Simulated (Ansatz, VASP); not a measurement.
Ni3Hg in VASP and in Ansatz

The input INCAR:

```
PREC = Accurate
ENCUT = 600
EDIFF = 1E-6
ISMEAR = -1
SIGMA = 0.15
LREAL = False
LASPH = True
NELM = 200
ALGO = Normal
ISIF = 2
LWAVE = False
LCHARG = False
ISPIN = 2
MAGMOM = 1.5 1.5 1.5 0
LORBIT = 11
LMAXMIX = 4
GGA = RE
NBANDS = 33
GGA_COMPAT = False
```

The input KPOINTS:

```
Automatic mesh
0
Gamma
  6 6 6
```

The input POSCAR:

```
Ni3Hg
1.0
    3.7449110000      0.0000000000      0.0000000000
    0.0000000000      3.7449110000      0.0000000000
    0.0000000000      0.0000000000      3.7449110000
Ni Hg
3 1
Direct
    0.0000000000      0.5000000000      0.5000000000
    0.5000000000      0.0000000000      0.5000000000
    0.5000000000      0.5000000000      0.0000000000
    0.0000000000      0.0000000000      0.0000000000
```

Input for Ansatz:

```yaml
crystal:
  lattice:
    bravais: cubic
    a: 3.744911
  space_group: 221
  atoms:
    - { symbol: Ni, position: [0.0, 0.5, 0.5] }
    - { symbol: Hg, position: [0.0, 0.0, 0.0] }
basis:
  ecutwfc: 550.0
kpoints:
  mp_grid:
    grid: [6, 6, 6]
hamiltonian:
  xc: revpbe
magnetization:
  spin_polarized: true
  per_species:
    Ni: 1.5
scf:
  occupations:
    method: fermi_dirac
    width: 0.15
output:
  stress: true
```

Alike in both runs: task single point; functional revPBE; k mesh 6 × 6 × 6; occupations fermi-dirac, width 0.15 eV; collinear spin.

|  | VASP | Ansatz |
| --- | --- | --- |
| version | VASP 6.6.1 | Ansatz 0.2.0 |
| potentials or method | VASP PAW PBE potentials, release 64 (Ni, Hg), cutoff 600 eV | plane waves, PAW |
| valence electrons in the cell | 42 | 74 |

```csv
,VASP,Ansatz,Ansatz less VASP
pressure (GPa),5.8,4.8,-1.05
net moment per atom (μB),0.18,0.20,+0.017
size of the moment on the site where the two differ most (μB),0.25,0.28,+0.029
```

VASP's potentials were made for PBE, not for revPBE. Site moments also hang on the region over which each program counts them. With one functional, cell and mesh, what is left measures potentials, basis and numerics. VASP's potentials hold 42 valence electrons a cell and Ansatz's 74, so a difference there can come from the potentials and not from the codes.

Neither program's run includes spin-orbit coupling.
